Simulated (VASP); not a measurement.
BePd, 2 atoms in the cell. It takes space group Pm-3m (No. 221, cubic). The conventional cell has a = 2.798 Å, b = 2.798 Å, c = 2.798 Å, α = 90.00°, β = 90.00°, γ = 90.00°. Be (site symmetry m-3m) has 8 Pd at 2.42 Å and 6 Be at 2.80 Å within 3.2 Å. Pd (site symmetry m-3m) has 8 Be at 2.42 Å and 6 Pd at 2.80 Å within 3.2 Å. 

* Program: VASP 6.6.1
* Task: relaxation of cell and atoms
* Functional: PBEsol
* Potentials or basis: VASP PAW PBE potentials, release 64 (Be, Pd)
* Cutoff: 600 eV
* k mesh: 14 × 14 × 14
* Occupations: fermi-dirac, width 0.15 eV
* Spin: no spin polarisation
* Dipole correction: no
* Further INCAR settings: ALGO = Normal; EDIFF = 1e-06; IBRION = 2; EDIFFG = -0.001; NSW = 80; ISIF = 3

Potentials or basis: VASP PAW PBE potentials, release 64 (Be, Pd).

Launch:

```sh
$ cat potpaw_PBE.64/Be/POTCAR potpaw_PBE.64/Pd/POTCAR > POTCAR
$ mpirun -np 1 vasp_std > vasp.out
```

Hardware: 1 thread of AMD EPYC 9R45 96-Core Processor (Zen 5), on a shared host.

Question: How long does it take, and how much memory?

Answer: Run time: 32 s on 1 thread of AMD EPYC 9R45 96-Core Processor (Zen 5), on a shared host, peak memory 0.15 GiB. Counts: scf iterations 33, k points 120, ion steps 8.
